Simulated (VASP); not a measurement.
A run of VASP 6.6.1 is set up as follows.

File INCAR:

```
SYSTEM = Sb
  ALGO = Normal
  EDIFF = 1E-6
  ENCUT = 520
  GGA = PE
  ISIF = 2
  ISMEAR = 0
  LASPH = .TRUE.
  LCHARG = .TRUE.
  LELF = .TRUE.
  LREAL = .FALSE.
  LVHAR = .TRUE.
  LWAVE = .FALSE.
  NBANDS = 8
  NELM = 60
  PREC = Accurate
  SIGMA = 0.1
```

The input KPOINTS:

```
k-points
0
G
  14 14 14
  0 0 0
```

Contents of POSCAR:

```
Sb
1.0
    3.0469645822      0.0000000000      0.0000000000
    0.0000000000      3.0469645822      0.0000000000
    0.0000000000      0.0000000000      3.0469645822
Sb
1
Direct
    0.0000000000      0.0000000000      0.0000000000
```

Potentials or basis: VASP PAW PBE potentials, release 64 (Sb).

The run is started by

```console
$ cat potpaw_PBE.64/Sb/POTCAR > POTCAR
$ mpirun -np 1 vasp_std > vasp.out
```

(1) Predict the pressure.

Results:

(1) 3.8 GPa.
